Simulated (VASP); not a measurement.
# Al (P6_3/mmc) in VASP: notebook

Runs on Al. Level: PBEsol+D3(BJ). Tasks: single point.

Program: VASP 6.6.1. These are calculated values, not measurements. Logs are shortened: lines on timing, memory, paths and dates and some standing lists are left out, and cuts for length are marked.

## Step 1: The cell of the first run

It takes space group P6_3/mmc (No. 194, hexagonal). Conventional cell: a = 2.605 Å, b = 2.605 Å, c = 9.192 Å, α = 90.00°, β = 90.00°, γ = 120.00°. Within 3.4 Å of Al (site symmetry -3m) lie 12 Al at 2.60 to 2.75 Å. Al (site symmetry -6m2) has 12 Al at 2.60 to 2.75 Å within 3.4 Å.

## Step 2: Single point, PBEsol+D3(BJ)

INCAR

```
SYSTEM = Al
PREC     = Accurate       ! precision mode
ENCUT    = 520            ! plane-wave cutoff, eV
EDIFF    = 1E-6           ! SCF threshold, eV
ISMEAR   = 0              ! smearing method
SIGMA    = 0.15           ! smearing width, eV
LREAL    = .False.        ! projectors in reciprocal space
LASPH    = .True.         ! aspherical terms in the spheres
NELM     = 80             ! most SCF steps
ALGO     = Fast           ! electronic algorithm
ISIF     = 2              ! what is computed and relaxed
LWAVE    = .False.        ! write WAVECAR
LCHARG   = .False.        ! write CHGCAR
GGA      = PS             ! functional
IVDW     = 12             ! dispersion correction
NBANDS   = 14             ! bands
```

KPOINTS

```
regular mesh
0
Gamma
  18 18 6
  0 0 0
```

POSCAR

```
Al
1.0
    2.6047000000      0.0000000000      0.0000000000
   -1.3023500000      2.2557363693      0.0000000000
    0.0000000000      0.0000000000      9.1920208392
Al
4
Direct
    0.0000000000      0.0000000000      0.0000000000
    0.3333333333      0.6666666667      0.2500000000
    0.0000000000      0.0000000000      0.5000000000
    0.6666666667      0.3333333333      0.7500000000
```

Potentials or basis: VASP PAW PBE potentials, release 64 (Al).

The run is started by

```sh
$ cat potpaw_PBE.64/Al/POTCAR > POTCAR
$ mpirun -np 1 vasp_std > vasp.out
```

OUTCAR:

```text
SYSTEM = Al
   PREC = Accurate
   ENCUT = 520
   EDIFF = 1E-6
   ISMEAR = 0
   LREAL = .False.
   LASPH = .True.
   NELM = 80
   ISIF = 2
   GGA = PS
   IVDW = 12
 IVDW          = 12

 ion  position               nearest neighbor table
   1  0.000  0.000  0.000-   2 2.75   4 2.75   4 2.75   2 2.75   4 2.75   2 2.75
   2  0.333  0.667  0.250-   1 2.75   3 2.75   1 2.75   3 2.75   1 2.75   3 2.75
   3  0.000  0.000  0.500-   2 2.75   4 2.75   4 2.75   2 2.75   4 2.75   2 2.75
   4  0.667  0.333  0.750-   1 2.75   3 2.75   1 2.75   3 2.75   1 2.75   3 2.75

  LATTYP: Found a hexagonal cell.
 ALAT       =     2.6047000000
 C/A-ratio  =     3.5290132603

  Lattice vectors:

 A1 = (   2.6047000000,   0.0000000000,   0.0000000000)
 A2 = (  -1.3023500000,   2.2557363693,   0.0000000000)
 A3 = (   0.0000000000,   0.0000000000,   9.1920208392)

Analysis of symmetry for initial positions (statically):
=====================================================================
 Subroutine PRICEL returns:
 Original cell was already a primitive cell.

 Routine SETGRP: Setting up the symmetry group for a
 hexagonal supercell.

 Subroutine GETGRP returns: Found 24 space group operations
 (whereof 12 operations were pure point group operations)
 out of a pool of 24 trial point group operations.

The static configuration has the point symmetry D_3d.
 The point group associated with its full space group is D_6h.

Analysis of symmetry for dynamics (positions and initial velocities):
=====================================================================
 Subroutine PRICEL returns:
 Original cell was already a primitive cell.

 Routine SETGRP: Setting up the symmetry group for a
 hexagonal supercell.

 Subroutine GETGRP returns: Found 24 space group operations
 (whereof 12 operations were pure point group operations)
 out of a pool of 24 trial point group operations.

The dynamic configuration has the point symmetry D_3d.
 The point group associated with its full space group is D_6h.

 Subroutine INISYM returns: Found 24 space group operations
 (whereof 12 operations are pure point group operations),
 and found     1 'primitive' translations

----------------------------------------------------------------------------------------

                                     Primitive cell

  volume of cell :      54.0079

  direct lattice vectors                    reciprocal lattice vectors
     2.604700000  0.000000000  0.000000000     0.383921373  0.221657108  0.000000000
    -1.302350000  2.255736369  0.000000000     0.000000000  0.443314216  0.000000000
     0.000000000  0.000000000  9.192020839     0.000000000  0.000000000  0.108790006

  length of vectors
     2.604700000  2.604700000  9.192020839     0.443314216  0.443314216  0.108790006

  position of ions in fractional coordinates (direct lattice)
     0.000000000  0.000000000  0.000000000
     0.333333333  0.666666667  0.250000000
     0.000000000  0.000000000  0.500000000
     0.666666667  0.333333333  0.750000000

  ion indices of the primitive-cell ions
   primitive index   ion index
                 1           1
                 2           2
                 3           3
                 4           4

----------------------------------------------------------------------------------------

 KPOINTS: regular mesh

Automatic generation of k-mesh.
 Grid dimensions read from file:
 generate k-points for:   18   18    6

 Generating k-lattice:

  Cartesian coordinates                     Fractional coordinates (reciprocal lattice)
     0.021328965  0.012314284  0.000000000     0.055555556 -0.000000000  0.000000000
     0.000000000  0.024628568  0.000000000     0.000000000  0.055555556  0.000000000
     0.000000000  0.000000000  0.018131668     0.000000000  0.000000000  0.166666667

  Length of vectors
     0.024628568  0.024628568  0.018131668

  Shift w.r.t. Gamma in fractional coordinates (k-lattice)
     0.000000000  0.000000000  0.000000000

 Subroutine IBZKPT returns following result:
 ===========================================

 Found    148 irreducible k-points:

 Following reciprocal coordinates:
            Coordinates               Weight
  0.000000  0.000000  0.000000      1.000000
  0.055556 -0.000000  0.000000      6.000000
  0.111111 -0.000000  0.000000      6.000000
  0.166667  0.000000  0.000000      6.000000
  0.222222  0.000000  0.000000      6.000000
  0.277778 -0.000000  0.000000      6.000000
[... 16 lines left out ...]
  0.333333  0.111111  0.000000     12.000000
  0.388889  0.111111  0.000000     12.000000
 [... further k-points ...]
   k-points           NKPTS =    148   k-points in BZ     NKDIM =    148   number of bands    NBANDS=     14
   number of dos      NEDOS =    301   number of ions     NIONS =      4
   total plane-waves  NPLWV =  28000
   dimension x,y,z NGX =    20 NGY =   20 NGZ =   70
   dimension x,y,z NGXF=    40 NGYF=   40 NGZF=  140
   ions per type =               4
   NGX,Y,Z   is equivalent  to a cutoff of  12.77, 12.77, 12.66 a.u.
   NGXF,Y,Z  is equivalent  to a cutoff of  25.53, 25.53, 25.32 a.u.
 SYSTEM =  Al
   PREC   = accura    normal or accurate (medium, high low for compatibility)
   ISTART =      0    job   : 0-new  1-cont  2-samecut
   ICHARG =      2    charge: 1-file 2-atom 10-const
   ISPIN  =      1    spin polarized calculation?
   LNONCOLLINEAR =      F non collinear calculations
   LSORBIT =      F    spin-orbit coupling
   LASPH  =      T    aspherical Exc in radial PAW
   ENCUT  =  520.0 eV  38.22 Ry    6.18 a.u.   4.84  4.84 17.09*2*pi/ulx,y,z
   NELM   =     80;   NELMIN=  2; NELMDL= -5     # of ELM steps
   EDIFF  = 0.1E-05   stopping-criterion for ELM
   LREAL  =      F    real-space projection
   EDIFFG = 0.1E-04   stopping-criterion for IOM
   NSW    =      0    number of steps for IOM
   IBRION =     -1    ionic relax: 0-MD 1-quasi-New 2-CG
   NFREE  =      0    steps in history (QN), initial steepest desc. (CG)
   ISIF   =      2    stress and relaxation
   ISYM   =      2    0-nonsym 1-usesym 2-fastsym
   POTIM  = 0.5000    time-step for ionic-motion
   TEBEG  =    0.0;   TEEND  =   0.0 temperature during run
   PSTRESS=    0.0 pullay stress
   NELECT =      12.0000    total number of electrons
   NUPDOWN=      -1.0000    fix difference up-down
   EMIN   =  10.00;   EMAX   =-10.00  energy-range for DOS
   EFERMI =   0.00;   METHOD = LEGACY
   ISMEAR =     0;   SIGMA  =   0.15  broadening in eV -4-tet -1-fermi 0-gaus
   EFERMI_NEDOS =   21; number of points for ismear=-14 and -15
   IALGO  =     68    algorithm
   IMIX   =      4    mixing-type and parameters
     AMIX     =   0.40;   BMIX     =  1.00
     AMIX_MAG =   1.60;   BMIX_MAG =  1.00
  volume/ion in A,a.u.               =      13.50        91.12
  Fermi-wavevector in a.u.,A,eV,Ry     =   0.991554  1.873765 13.376958  0.983179
  Thomas-Fermi vector in A             =   2.123303
   LORBIT       =      0    0 simple, 1 ext, 2 COOP (PROOUT), +10 PAW based schemes
   GGA     = PS    functional components
   LHFCALC =     F    Hartree Fock is set to
   AEXX    =    0.0000 exact exchange contribution
   IVDW    =    12    specifies the selected vdW correction
   LEPSILON=     F    determine dielectric tensor
   LRPA    =     F    only Hartree local field effects (RPA)
 non-spin polarized calculation
 RMM-DIIS sequential band-by-band and
 Gauss-broadening in eV      SIGMA  =   0.15
  energy-cutoff  :      520.00
  volume of cell :       54.01
 maximum number of plane-waves:      1485
 NGX is ok and might be reduce to    20
   NGX =  9   NGY =  9   NGZ = 35

 number of electron      12.0000000 magnetization

 Free energy of the ion-electron system (eV)
  ---------------------------------------------------
  ext. energy  EPLUGINS =         0.00000000
  ---------------------------------------------------
  free energy    TOTEN  =       -15.54755396 eV

  energy without entropy =      -15.53025660  energy(sigma->0) =      -15.53890528

 E-fermi :  10.1461     XC(G=0): -11.0094

 val. band max:       10.1368758161   @ k =   0.4444   0.0556   0.3333
 cond. band min:      10.1608815096   @ k =   0.3889   0.0556   0.3333
 fundamental gap:      0.0240056935
 Fermi energy:        10.1461086139

 k-point     1 :       0.0000    0.0000    0.0000
  band No.  band energies     occupation
      1      -2.3876      2.00000
      2      -0.6537      2.00000
      3      -0.6491      2.00000
      4       4.3207      2.00000
      5       4.5261      2.00000
      6      12.5091      0.00000
      7      12.5161      0.00000
      8      21.9927      0.00000
      9      23.4437      0.00000
     10      23.4437      0.00000
     11      23.6878      0.00000
     12      23.6879      0.00000
     13      24.2318      0.00000
     14      24.2559      0.00000

 k-point     2 :       0.0556   -0.0000    0.0000
  band No.  band energies     occupation
      1      -2.2980      2.00000
      2      -0.5655      2.00000
      3      -0.5608      2.00000
      4       4.4029      2.00000
      5       4.6125      2.00000
      6      12.5829      0.00000
      7      12.5910      0.00000
      8      21.4805      0.00000
      9      22.0258      0.00000
     10      22.4416      0.00000
     11      22.8443      0.00000
     12      22.9628      0.00000
     13      23.6500      0.00000
     14      23.6800      0.00000
[... 343 lines left out ...]
      1       2.1720      2.00000
      2       3.8249      2.00000
      3       3.8325      2.00000
      4       7.7470      2.00000
      5       8.5842      2.00000
      6       9.2171      2.00000
      7       9.9601      1.92049
      8      10.2751      0.22391
      9      13.6463      0.00000
     10      14.5786      0.00000
     11      15.4284      0.00000
     12      15.4503      0.00000
     13      16.2247      0.00000
     14      17.7884      0.00000

 k-point    24 :       0.3889    0.1111    0.0000
  band No.  band energies     occupation
      1       3.4455      2.00000
      2       5.0348      2.00000
      3       5.0540      2.00000
      4       6.4343      2.00000
      5       8.1418      2.00000
      6       8.2408      2.00000
      7       9.8886      1.98480
      8      10.4115      0.01236
      9      12.6526      0.00000
     10      12.8643      0.00000
     11      14.9944      0.00000
     12      15.4431      0.00000
     13      16.1014      0.00000
     14      18.4019      0.00000

 [... further k-points ...]

------------------------ aborting loop because EDIFF is reached ----------------------------------------

 Edisp (eV)   -1.55586

 E8    (eV) :    -1.0477

  FORCE on cell =-STRESS in cart. coord.  units (eV):
  Direction    XX          YY          ZZ          XY          YZ          ZX
  --------------------------------------------------------------------------------------
  -------------------------------------------------------------------------------------
  Total       8.00261     8.00261     3.40836     0.00000     0.00000    -0.00000
  in kB     237.40245   237.40245   101.11099     0.00000     0.00000    -0.00000
  external pressure =      191.97 kB  Pullay stress =        0.00 kB

 VOLUME and BASIS-vectors are now :
 -----------------------------------------------------------------------------
  energy-cutoff  :      520.00
  volume of cell :       54.01
      direct lattice vectors                 reciprocal lattice vectors
     2.604700000  0.000000000  0.000000000     0.383921373  0.221657108  0.000000000
    -1.302350000  2.255736369  0.000000000     0.000000000  0.443314216  0.000000000
     0.000000000  0.000000000  9.192020839     0.000000000  0.000000000  0.108790006

 POSITION                                       TOTAL-FORCE (eV/Angst)
 -----------------------------------------------------------------------------------
      0.00000      0.00000      0.00000         0.000000      0.000000     -0.000000
     -0.00000      1.50382      2.29801         0.000000     -0.000000      0.000000
      0.00000      0.00000      4.59601         0.000000      0.000000     -0.000000
      1.30235      0.75191      6.89402        -0.000000      0.000000     -0.000000
 -----------------------------------------------------------------------------------
    total drift:                               -0.000000      0.000000     -0.000000

  FREE ENERGIE OF THE ION-ELECTRON SYSTEM (eV)
  ---------------------------------------------------
  free  energy   TOTEN  =       -17.1034176977 eV

  energy  without entropy=      -17.0861203423  energy(sigma->0) =      -17.09476902
```

It took 2.3 min on 1 thread of AMD EPYC 7R13, shared host; peak memory 0.2 GiB.

Results:

```
Free energy                : -17.1034 eV
Pressure                   : 19.2 GPa
Band gap on the k mesh     : zero (band 6 reaches 13.51 eV, above the bottom of band 7 at 8.81 eV)
Dispersion energy per atom : -0.389 eV
```

Caveat: the PAW data sets were made with another functional, which shifts forces and pressure a little; pairwise dispersion overbinds metals, which lowers pressure and volume.

## Step 3: Single point, PBEsol+D3(BJ)

This run uses another cell than the first one, of 13.82 Å³/atom, 1.023 times its volume.

INCAR

```
SYSTEM = Al
PREC = Accurate ; ENCUT = 520
EDIFF = 1E-6 ; ISMEAR = 0
SIGMA = 0.15 ; LREAL = .FALSE.
LASPH = .TRUE. ; NELM = 80
ALGO = Normal ; ISIF = 2
LWAVE = .FALSE. ; LCHARG = .FALSE.
GGA = PS ; IVDW = 12
NBANDS = 14
```

KPOINTS

```
Automatic mesh
0
G
  18 18 6
  0 0 0
```

POSCAR

```
Al
1.0
    2.7354000000      0.0000000000      0.0000000000
   -1.3677000000      2.3689258895      0.0000000000
    0.0000000000      0.0000000000      8.5302000000
Al
4
Direct
    0.0000000000      0.0000000000      0.0000000000
    0.3333333333      0.6666666667      0.2500000000
    0.0000000000      0.0000000000      0.5000000000
    0.6666666667      0.3333333333      0.7500000000
```

Potentials or basis: VASP PAW PBE potentials, release 64 (Al).

The run is started by

```sh
$ cat potpaw_PBE.64/Al/POTCAR > POTCAR
$ mpirun -np 1 vasp_std > vasp.out
```

It took 95 s on 1 thread of AMD EPYC 7R13, shared host; peak memory 0.2 GiB.

Results (log left out):

- Free energy: -17.3032 eV
- Pressure: 14.8 GPa
- Band gap on the k mesh: zero (band 6 reaches 14.83 eV, above the bottom of band 7 at 8.09 eV)
- Dispersion energy per atom: -0.380 eV

Stress tensor (GPa, compression positive):
```
12.18  0.00  0.00
 0.00 12.18  0.00
 0.00  0.00 19.97
```

Levels at points of the mesh, in eV from the Fermi level:
```csv
k point,band 3,band 4,band 5,band 6,band 7,band 8,band 9,band 10
"(0.00, 0.00, 0.00)",-10.37,-4.97,-4.00,4.78,4.81,11.30,11.30,11.34
"(0.50, 0.00, 0.00)",-4.49,-4.47,-3.60,-3.58,0.88,1.24,2.15,2.35
"(0.00, 0.00, 0.50)",-7.91,-7.91,-0.21,-0.21,10.34,10.34,11.61,11.61
"(0.50, 0.00, 0.50)",-5.45,-5.45,-1.98,-1.98,-1.24,-1.24,5.16,5.16
```

Caveat: the PAW data sets were made with another functional, which shifts forces and pressure a little; pairwise dispersion overbinds metals, which lowers pressure and volume.

## Step 4: Single point, PBEsol+D3(BJ)

This run uses another cell than the first one, of 21.73 Å³/atom, 1.610 times its volume.

INCAR

```
SYSTEM = Al
  PREC = Accurate
  ENCUT = 520
  EDIFF = 1E-6
  ISMEAR = 0
  SIGMA = 0.15
  LREAL = .FALSE.
  LASPH = .TRUE.
  NELM = 80
  ALGO = Fast
  ISIF = 2
  LWAVE = .FALSE.
  LCHARG = .FALSE.
  GGA = PS
  IVDW = 12
  NBANDS = 14
```

KPOINTS is that of step 3.

POSCAR

```
Al
1.0
    2.9968000000      0.0000000000      0.0000000000
   -1.4984000000      2.5953049301      0.0000000000
    0.0000000000      0.0000000000     11.1775000000
Al
4
Direct
    0.0000000000      0.0000000000      0.0000000000
    0.3333333333      0.6666666667      0.2500000000
    0.0000000000      0.0000000000      0.5000000000
    0.6666666667      0.3333333333      0.7500000000
```

The run is started by

```sh
$ cat potpaw_PBE.64/Al/POTCAR > POTCAR
$ mpirun -np 1 vasp_std > vasp.out
```

It took 5.2 min on 1 thread of AMD EPYC 7R13, shared host; peak memory 0.27 GiB.

It converged, with:

* Free energy: -16.1906 eV
* Pressure: -13.0 GPa
* Band gap on the k mesh: zero (band 6 reaches 7.82 eV, above the bottom of band 7 at 4.06 eV)
* Dispersion energy per atom: -0.239 eV

Stress tensor (GPa, compression positive):
```
-12.58   0.00   0.00
  0.00 -12.58   0.00
  0.00   0.00 -13.96
```

Levels at points of the mesh, in eV from the Fermi level:
```
           k point  band 2  band 3  band 4  band 5  band 6  band 7  band 8  band 9  band 10  band 11
(0.00, 0.00, 0.00)   -8.18   -8.17   -5.34   -3.92    1.07    1.08    8.08    8.83    10.38    10.38
(0.50, 0.00, 0.00)   -3.86   -2.93   -2.84   -2.78   -2.64   -0.10    0.08    1.07     1.55     5.61
(0.00, 0.00, 0.50)   -9.04   -6.76   -6.76   -1.95   -1.95    4.59    4.59   10.56    10.56    10.56
(0.50, 0.00, 0.50)   -3.74   -3.55   -3.55   -1.58   -1.58   -1.25   -1.25    2.90     2.90     3.58
```

Caveat: the PAW data sets were made with another functional, which shifts forces and pressure a little; pairwise dispersion overbinds metals, which lowers pressure and volume.

(Part 1 of 2 ends here.)
